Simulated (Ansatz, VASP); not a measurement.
Two plane-wave programs on CdF2

INCAR

```
ALGO     = Normal         # electronic algorithm
EDIFF    = 1E-6           # SCF threshold, eV
ENCUT    = 520            # plane-wave cutoff, eV
GGA      = PS             # functional
ISIF     = 2              # what is computed and relaxed
ISMEAR   = 0              # smearing method
LASPH    = T              # aspherical terms in the spheres
LCHARG   = F              # write CHGCAR
LREAL    = F              # projectors in reciprocal space
LWAVE    = F              # write WAVECAR
NBANDS   = 20             # bands
NELM     = 80             # most SCF steps
PREC     = Accurate       # precision mode
SIGMA    = 0.02           # smearing width, eV
```

Contents of KPOINTS:

```
k-points
0
Gamma
  8 8 8
```

File POSCAR:

```
CdF2
1.0
    0.0000000000      2.6940000000      2.6940000000
    2.6940000000      0.0000000000      2.6940000000
    2.6940000000      2.6940000000      0.0000000000
Cd F
1 2
Direct
    0.0000000000      0.0000000000      0.0000000000
    0.2371195249      0.2561247216      0.2585152190
    0.7500000000      0.7500000000      0.7500000000
```

Input for Ansatz:

```yaml
crystal:
  lattice:
    - [0.0, 2.694, 2.694]
    - [2.694, 0.0, 2.694]
    - [2.694, 2.694, 0.0]
  atoms:
    - { symbol: Cd, position: [0.0, 0.0, 0.0] }
    - { symbol: F, position: [0.2371195249, 0.2561247216, 0.258515219] }
    - { symbol: F, position: [0.75, 0.75, 0.75] }
basis:
  ecutwfc: 420
kpoints:
  mp_grid: { grid: [8, 8, 8] }
hamiltonian:
  xc: pbesol
scf:
  occupations: { method: gaussian, width: 0.02 }
output:
  forces: true
  stress: true
  eigenvalues: true
```

Change from the starting cell: one atom moved.

Alike in both runs: task single point; functional PBEsol; k mesh 8 × 8 × 8; occupations gaussian, width 0.02 eV; no spin polarisation.

|  | VASP | Ansatz |
| --- | --- | --- |
| version | VASP 6.6.1 | Ansatz 0.2.0 |
| potentials or method | VASP PAW PBE potentials, release 64 (Cd, F), cutoff 520 eV | scalar-relativistic, plane waves, PAW |
| valence electrons in the cell | 26 | 34 |

Ansatz gave:

* gap on the k mesh at the Fermi level (eV): 2.94
* least direct gap on the mesh (eV): 3.39
* pressure (GPa): -0.2
* traceless stress, the component that is largest in VASP (GPa): -0.27
* rms of the force components (eV/Å): 0.077

Which values does VASP return?

gap on the k mesh at the Fermi level (eV): 2.90; least direct gap on the mesh (eV): 3.36; pressure (GPa): 0.6; traceless stress, the component that is largest in VASP (GPa): -0.34; rms of the force components (eV/Å): 0.082.

VASP's potentials were made for PBE, not for PBEsol. Atom by atom the forces differ by 0.006 eV/Å (rms over components). VASP's potentials hold 26 valence electrons a cell and Ansatz's 34, so a difference there can come from the potentials and not from the codes.
